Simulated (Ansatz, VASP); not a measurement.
KBr: VASP beside Ansatz

```
K Br
1.0
     0.00000    3.18260    3.18260
     3.18260    0.00000    3.18260
     3.18260    3.18260    0.00000
K Br
1 1
Direct
  0.00000 0.00000 0.00000
  0.50000 0.50000 0.50000
```

Alike in both runs: task single point; functional PBE; k mesh 6 × 6 × 6; occupations gaussian, width 0.02 eV; no spin polarisation.

```csv
,VASP,Ansatz
version,VASP 6.6.1,Ansatz 0.2.0
potentials or method,"VASP PAW PBE potentials, release 64 (K_sv, Br), cutoff 520 eV","scalar-relativistic, plane waves, PAW"
valence electrons in the cell,16,16
```

|  | VASP | Ansatz | Ansatz less VASP |
| --- | --- | --- | --- |
| gap on the k mesh at the Fermi level (eV) | 4.75 | 4.75 | +0.002 |
| least direct gap on the mesh (eV) | 4.75 | 4.75 | +0.002 |
| pressure (GPa) | 3.1 | 3.1 | -0.07 |

With one functional, cell and mesh, what is left measures potentials, basis and numerics.
